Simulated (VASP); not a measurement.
A run of VASP 6.6.1:

Contents of INCAR:

```
PREC = Accurate
ENCUT = 520
EDIFF = 1E-7
ISMEAR = -1
SIGMA = 0.05
LREAL = False
LASPH = True
NELM = 100
ALGO = Normal
ISIF = 2
LWAVE = False
LCHARG = False
GGA = PE
NBANDS = 20
```

Contents of KPOINTS:

```
Automatic mesh
0
Gamma
  11 11 6
```

File POSCAR:

```
Tl
1.0
    3.4559983565      0.0000000000      0.0000000000
   -1.7279991783      2.9929823722      0.0000000000
    0.0000000000      0.0000000000      5.5250000000
Tl
2
Direct
    0.3333333333      0.6666666667      0.2500000000
    0.6828030224      0.3451459655      0.7500000000
```

Potentials or basis: VASP PAW PBE potentials, release 64 (Tl_d).

Launch:

```bash
$ cat potpaw_PBE.64/Tl_d/POTCAR > POTCAR
$ mpirun -np 1 vasp_std > vasp.out
```

Hardware: 1 thread of Intel(R) Xeon(R) Platinum 8259CL CPU @ 2.50GHz (Skylake/Cascade Lake) (shared host).

**Question.** Estimate the wall time of this run.

**Answer.** Run time: 4.2 min on 1 thread of Intel(R) Xeon(R) Platinum 8259CL CPU @ 2.50GHz (Skylake/Cascade Lake) (shared host), peak memory 0.34 GiB. Counts: scf iterations 12, k points 244.
